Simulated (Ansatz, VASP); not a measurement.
Two plane-wave programs on AlN

```
Al N
1.0
     3.11100    0.00000    0.00000
    -1.55550    2.69421    0.00000
     0.00000    0.00000    5.12734
Al N
2 2
Cartesian
  0.0000 1.7961 0.0000
  1.5555 0.8981 2.5637
  0.0000 1.7961 1.9740
  1.5555 0.8981 4.5377
```

Change from the starting cell: strain +0.000 along x and y, +0.030 along z, atoms carried along.

Alike in both runs: task single point; functional PBEsol; k mesh 12 × 12 × 6; occupations gaussian, width 0.05 eV; no spin polarisation.

|  | VASP | Ansatz |
| --- | --- | --- |
| version | VASP 6.6.1 | Ansatz 0.2.0 |
| potentials or method | VASP PAW PBE potentials, release 64 (Al, N), cutoff 600 eV | scalar-relativistic, plane waves, PAW |
| valence electrons in the cell | 16 | 16 |

VASP gave:

```
gap on the k mesh at the Fermi level (eV)                     : 3.89
least direct gap on the mesh (eV)                             : 3.89
pressure (GPa)                                                : -4.7
traceless stress, the component that is largest in VASP (GPa) : -7.74
rms of the force components (eV/Å)                            : 0.244
```

Problem. What did Ansatz give for the same quantities?

Solution. gap on the k mesh at the Fermi level (eV): 3.88; least direct gap on the mesh (eV): 3.88; pressure (GPa): -4.5; traceless stress, the component that is largest in VASP (GPa): -7.64; rms of the force components (eV/Å): 0.241.

VASP's potentials were made for PBE, not for PBEsol. Atom by atom the forces differ by 0.003 eV/Å (rms over components). With one functional, cell and mesh, what is left measures potentials, basis and numerics.
